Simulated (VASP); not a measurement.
A run of VASP 6.6.1:

The input INCAR:

```
ALGO = Fast
EDIFF = 1E-7
ENCUT = 520
GGA = PE
ISIF = 2
ISMEAR = 0
LASPH = T
LCHARG = F
LREAL = F
LWAVE = F
NBANDS = 28
NELM = 100
PREC = Accurate
SIGMA = 0.15
```

KPOINTS

```
k-points
0
Gamma
  15 15 6
```

The input POSCAR:

```
Ti3Al
1.0
    2.8555218141      0.0000000000      0.0000000000
   -1.4277609070      2.4729544320      0.0000000000
    0.0000000000      0.0000000000      9.7176262854
Ti Al
3 1
Direct
    0.6666666667      0.3333333333      0.0000000000
    0.3333333333      0.6666666667      0.7667062293
    0.3333333333      0.6666666667      0.2332937707
    0.6666666667      0.3333333333      0.5000000000
```

Potentials or basis: VASP PAW PBE potentials, release 64 (Ti_sv, Al).

The run is started by

```sh
$ cat potpaw_PBE.64/Ti_sv/POTCAR potpaw_PBE.64/Al/POTCAR > POTCAR
$ mpirun -np 1 vasp_std > vasp.out
```

Hardware: 1 thread of Intel Xeon 8259CL (shared host).

Task: How long does it take, and how much memory?

Result: Wall time 32 min on 1 thread of Intel Xeon 8259CL, with other jobs on the host, peak memory 0.32 GiB. Counts: scf iterations 66, k points 108.
